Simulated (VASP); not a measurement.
# MoSe2 (P6_3/mmc) in VASP: elastic constants with PBEsol

Aim: the elastic constants of MoSe2 with PBEsol.

All numbers are computed with VASP 6.6.1; they aren't measurements. Logs are shortened: lines on timing, memory, paths and dates and some standing lists are left out, and cuts for length are marked.

## (1) The cell of the first run

The structure is hexagonal, space group P6_3/mmc (No. 194). The conventional cell has a = 3.269 Å, b = 3.269 Å, c = 13.124 Å, α = 90.00°, β = 90.00°, γ = 120.00°. Mo (site symmetry -6m2) has 6 Se at 2.52 Å and 6 Mo at 3.27 Å within 3.3 Å. Se (site symmetry 3m) has 3 Mo at 2.52 Å and 7 Se at 3.27 to 3.33 Å within 3.4 Å.

## (2) Elastic constants, PBEsol

Contents of INCAR:

```
SYSTEM = MoSe2
PREC = Accurate ; ENCUT = 500
EDIFF = 1E-8 ; ISMEAR = 0
SIGMA = 0.01 ; LREAL = .False.
LASPH = .True. ; NELM = 120
ALGO = Normal ; ISIF = 3
LWAVE = .False. ; LCHARG = .False.
GGA = PS ; IBRION = 6
NFREE = 2 ; POTIM = 0.015
NSW = 1 ; GGA_COMPAT = .False.
```

Contents of KPOINTS:

```
Automatic mesh
0
Gamma
  6 6 2
  0 0 0
```

Contents of POSCAR:

```
MoSe2
1.0
    3.2693177261      0.0000000000      0.0000000000
   -1.6346588630      2.8313122038      0.0000000000
    0.0000000000      0.0000000000     13.1235470759
Mo Se
2 4
Direct
    0.3333333333      0.6666666667      0.2500000000
    0.6666666667      0.3333333333      0.7500000000
    0.3333333333      0.6666666667      0.6231808590
    0.6666666667      0.3333333333      0.1231808590
    0.3333333333      0.6666666667      0.8768191410
    0.6666666667      0.3333333333      0.3768191410
```

Potentials or basis: VASP PAW PBE potentials, release 64 (Mo_sv, Se).

Started as:

```console
$ cat potpaw_PBE.64/Mo_sv/POTCAR potpaw_PBE.64/Se/POTCAR > POTCAR
$ mpirun -np 1 vasp_std > vasp.out
```

OUTCAR:

```text
SYSTEM = MoSe2
   PREC = Accurate
   ENCUT = 500
   EDIFF = 1E-8
   ISMEAR = 0
   LREAL = .False.
   LASPH = .True.
   NELM = 120
   ISIF = 3
   GGA = PS
   IBRION = 6
   NFREE = 2
   POTIM = 0.015
   NSW = 1

 ion  position               nearest neighbor table
   1  0.333  0.667  0.250-   4 2.52   6 2.52   4 2.52   6 2.52   4 2.52   6 2.52
   2  0.667  0.333  0.750-   3 2.52   5 2.52   3 2.52   5 2.52   3 2.52   5 2.52
   3  0.333  0.667  0.623-   2 2.52   2 2.52   2 2.52
   4  0.667  0.333  0.123-   1 2.52   1 2.52   1 2.52
   5  0.333  0.667  0.877-   2 2.52   2 2.52   2 2.52
   6  0.667  0.333  0.377-   1 2.52   1 2.52   1 2.52

  LATTYP: Found a hexagonal cell.
 ALAT       =     3.2693177261
 C/A-ratio  =     4.0141546877

  Lattice vectors:

 A1 = (   3.2693177261,   0.0000000000,   0.0000000000)
 A2 = (  -1.6346588630,   2.8313122038,   0.0000000000)
 A3 = (   0.0000000000,   0.0000000000,  13.1235470759)

Analysis of symmetry for initial positions (statically):
=====================================================================
 Subroutine PRICEL returns:
 Original cell was already a primitive cell.

 Routine SETGRP: Setting up the symmetry group for a
 hexagonal supercell.

 Subroutine GETGRP returns: Found 24 space group operations
 (whereof 12 operations were pure point group operations)
 out of a pool of 24 trial point group operations.

The static configuration has the point symmetry D_3d.
 The point group associated with its full space group is D_6h.

Analysis of symmetry for dynamics (positions and initial velocities):
=====================================================================
 Subroutine PRICEL returns:
 Original cell was already a primitive cell.

 Routine SETGRP: Setting up the symmetry group for a
 hexagonal supercell.

 Subroutine GETGRP returns: Found 24 space group operations
 (whereof 12 operations were pure point group operations)
 out of a pool of 24 trial point group operations.

[... 359 lines left out ...]

 E-fermi :   6.3532     XC(G=0): -10.8012

 val. band max:        6.1878792101   @ k =   0.0000   0.0000   0.0000
 cond. band min:       7.0987555341   @ k =   0.1667   0.1667   0.0000
 fundamental gap:      0.9108763240
 Fermi energy:         6.3532273373

 k-point     1 :       0.0000    0.0000    0.0000
  band No.  band energies     occupation
      1     -54.8018      2.00000
      2     -54.7966      2.00000
      3     -29.0176      2.00000
      4     -29.0103      2.00000
      5     -28.7992      2.00000
      6     -28.7992      2.00000
[... 498 lines left out ...]
  FREE ENERGIE OF THE ION-ELECTRON SYSTEM (eV)
  ---------------------------------------------------
  free  energy   TOTEN  =       -43.2610299872 eV

  energy  without entropy=      -43.2610299872  energy(sigma->0) =      -43.26102999

 INTERNAL STRAIN TENSORS FROM STRAINED CELLS
 ============================================

 INTERNAL STRAIN TENSOR FOR ION    1 for displacements in x,y,z  (eV/Angst):
          X           Y           Z          XY          YZ          ZX
  --------------------------------------------------------------------------------
  x    -0.00000     0.00000    -0.00000    -6.99954     0.00000     0.00000
  y    -7.00779     7.01535    -0.00000    -0.00000     0.00015     0.00012
  z    -0.00000    -0.00000     0.00000    -0.00000     0.00048    -0.00000

 INTERNAL STRAIN TENSORS FROM DISPLACED ATOMS
 ============================================

 INTERNAL STRAIN TENSOR FOR ION    1 for displacements in x,y,z  (eV/Angst):
          X           Y           Z          XY          YZ          ZX
  --------------------------------------------------------------------------------
  x    -0.00000     0.00000     0.00000    -7.00151     0.00000     0.00000
  y    -7.00151     7.00151    -0.00000     0.00000     0.00000     0.00000
  z     0.00000     0.00000     0.00000     0.00000     0.00000     0.00000

 INTERNAL STRAIN TENSOR FOR ION    6 for displacements in x,y,z  (eV/Angst):
          X           Y           Z          XY          YZ          ZX
  --------------------------------------------------------------------------------
  x     0.00000    -0.00000    -0.00000     3.55819    -0.00000   -13.19674
  y     3.55819    -3.55819     0.00000    -0.00000   -13.19675    -0.00000
  z    -9.93603    -9.93603   -27.43349    -0.00000     0.00000    -0.00000

 Eigenvectors and eigenvalues of the dynamical matrix
 ----------------------------------------------------

   1 f  =   10.603077 THz    66.621095 2PiTHz  353.680567 cm-1    43.850782 meV
             X         Y         Z           dx          dy          dz
     -0.000000  1.887541  3.280887     0.000000   -0.000000   -0.558002
      1.634659  0.943771  9.842660    -0.000000    0.000000    0.558002
     -0.000000  1.887541  8.178343     0.000000   -0.000000   -0.307110
      1.634659  0.943771  1.616570    -0.000000    0.000000    0.307110
     -0.000000  1.887541 11.506977     0.000000   -0.000000   -0.307110
      1.634659  0.943771  4.945204    -0.000000    0.000000    0.307110
[... 145 lines left out ...]
  18 f/i=    0.001864 THz     0.011711 2PiTHz    0.062174 cm-1     0.007709 meV
             X         Y         Z           dx          dy          dz
     -0.000000  1.887541  3.280887    -0.430737    0.057644    0.000000
      1.634659  0.943771  9.842660    -0.430737    0.057644    0.000000
     -0.000000  1.887541  8.178343    -0.390940    0.052318    0.000000
      1.634659  0.943771  1.616570    -0.390940    0.052318    0.000000
     -0.000000  1.887541 11.506977    -0.390940    0.052318    0.000000
      1.634659  0.943771  4.945204    -0.390940    0.052318    0.000000

--------------------------------------------------------------------------------------------------------

 ELASTIC MODULI CONTR FROM IONIC RELAXATION (kBar)
 Direction    XX          YY          ZZ          XY          YZ          ZX
 --------------------------------------------------------------------------------
 XX        -377.9312   -230.1246   -839.4242     -0.0000     -0.0000      0.0000
 YY        -230.1246   -377.9312   -839.4242     -0.0000      0.0000      0.0000
 ZZ        -839.4242   -839.4242  -2317.6591     -0.0000      0.0000      0.0000
 XY          -0.0000     -0.0000     -0.0000    -73.9033     -0.0000     -0.0000
 YZ           0.0000     -0.0000      0.0000     -0.0000  -1112.2080     -0.0000
 ZX           0.0000      0.0000      0.0000      0.0000     -0.0000  -1112.2066
 --------------------------------------------------------------------------------

 TOTAL ELASTIC MODULI (kBar)
 Direction    XX          YY          ZZ          XY          YZ          ZX
 --------------------------------------------------------------------------------
 XX        1830.7487    409.8100     70.4078      0.0000     -0.0000      0.0000
 YY         409.8100   1830.7487     70.4078      0.0000      0.0000      0.0000
 ZZ          70.4078     70.4078    281.8027      0.0000      0.0000      0.0000
 XY           0.0000      0.0000      0.0000    710.4693     -0.0000     -0.0000
 YZ           0.0000     -0.0000      0.0000     -0.0000    134.0780      0.0000
 ZX           0.0000      0.0000      0.0000      0.0000      0.0000    134.0786
 --------------------------------------------------------------------------------
```

OSZICAR:

```text
N       E                     dE             d eps       ncg     rms          rms(c)
DAV:   1     0.426615531999E+03    0.42662E+03   -0.28503E+04   980   0.152E+03
DAV:   2    -0.208895258610E+02   -0.44751E+03   -0.43715E+03  1082   0.374E+02
DAV:   3    -0.448211875864E+02   -0.23932E+02   -0.23382E+02  1108   0.737E+01
[... 288 lines left out ...]
DAV:   5    -0.432610329492E+02    0.86366E-05   -0.12537E-04  1071   0.468E-02    0.152E-02
DAV:   6    -0.432610300700E+02    0.28792E-05   -0.17962E-05  1127   0.201E-02    0.505E-03
DAV:   7    -0.432610299878E+02    0.82236E-07   -0.13387E-06  1061   0.604E-03    0.265E-03
DAV:   8    -0.432610299942E+02   -0.63692E-08   -0.38312E-07  1129   0.346E-03    0.994E-04
DAV:   9    -0.432610299872E+02    0.69822E-08   -0.63159E-08  1005   0.126E-03
  21 F= -.43261030E+02 E0= -.43261030E+02  d E =-.143869-122
```

Wall time 15 min (1 thread of Intel Xeon Platinum 8488C (Sapphire Rapids), shared host); peak memory 0.41 GiB.

What came out:

- Voigt bulk modulus: 56 GPa
- Highest phonon frequency at Γ, LO-TO splitting left out: 354 cm⁻¹

Phonon frequencies in cm⁻¹ (negative: imaginary):
```tsv
q point	frequencies
(0.000, 0.000, 0.000)	0 0 0 23 23 32 168 168 169 169 242 243 286 286 286 286 351 354
```

Elastic tensor in Voigt notation (GPa, in the Cartesian axes of the cell as first typed):
```
183  41   7   0   0   0
 41 183   7   0   0   0
  7   7  28   0   0   0
  0   0   0  13   0   0
  0   0   0   0  13   0
  0   0   0   0   0  71
```

Clamped-ion elastic tensor (GPa):
```
221  64  91   0   0   0
 64 221  91   0   0   0
 91  91 260   0   0   0
  0   0   0 125   0   0
  0   0   0   0 125   0
  0   0   0   0   0  78
```

Caveat: the k points lie up to 0.37 Å⁻¹ apart; the PAW data sets were made with another functional, which shifts forces and pressure a little; this functional lacks dispersion, which binds layers or chains, so the pressure and a relaxed spacing across them are unreliable.
